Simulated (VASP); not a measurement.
Write the native input for VASP 6.6.1 that does the following.

```yaml
Task: single point
Functional: PBE
Potentials_or_basis: VASP PAW PBE potentials, release 64 (Ga_d, N)
Cutoff: 520 eV
k_mesh: 12 × 12 × 12
Occupations: gaussian, width 0.05 eV
Spin: no spin polarisation
Dipole_correction: no
Further_INCAR_settings: ALGO = Normal; EDIFF = 1e-06; NBANDS = 16
```

The structure of GaN lies in POSCAR:

```
GaN
1.0
   -0.1077383064      2.2009396875      2.2009396875
    2.2009396875     -0.1077383064      2.2009396875
    2.2009396875      2.2009396875     -0.1077383064
Ga N
1 1
Direct
    0.0000000000      0.0000000000      0.0000000000
    0.7500000000      0.7500000000      0.7500000000
```

This cell differs from its parent crystal: ratio of the length along [111] to the lengths across it x 0.93, volume and fractional coordinates fixed.

These files were run (other wordings do the same):

INCAR

```
SYSTEM = GaN
PREC = Accurate
ENCUT = 520
EDIFF = 1E-6
ISMEAR = 0
SIGMA = 0.05
LREAL = .False.
LASPH = .True.
NELM = 80
ALGO = Normal
ISIF = 2
LWAVE = .False.
LCHARG = .True.
GGA = PE
LELF = .True.
LVHAR = .True.
NBANDS = 16
```

KPOINTS

```
Automatic mesh
0
Gamma
  12 12 12
  0 0 0
```

Potentials or basis: VASP PAW PBE potentials, release 64 (Ga_d, N).

Command:

```sh
$ cat potpaw_PBE.64/Ga_d/POTCAR potpaw_PBE.64/N/POTCAR > POTCAR
$ mpirun -np 1 vasp_std > vasp.out
```

Results of the run:

```yaml
Pressure: 6.6 GPa
Largest_force: 0.968 eV/Å
Band_gap_on_the_k_mesh: 1.47 eV, direct
```

Run time: 32 s on 1 thread of AMD EPYC 9R45 96-Core Processor (Zen 5), with other jobs on the host, peak memory 0.16 GiB.
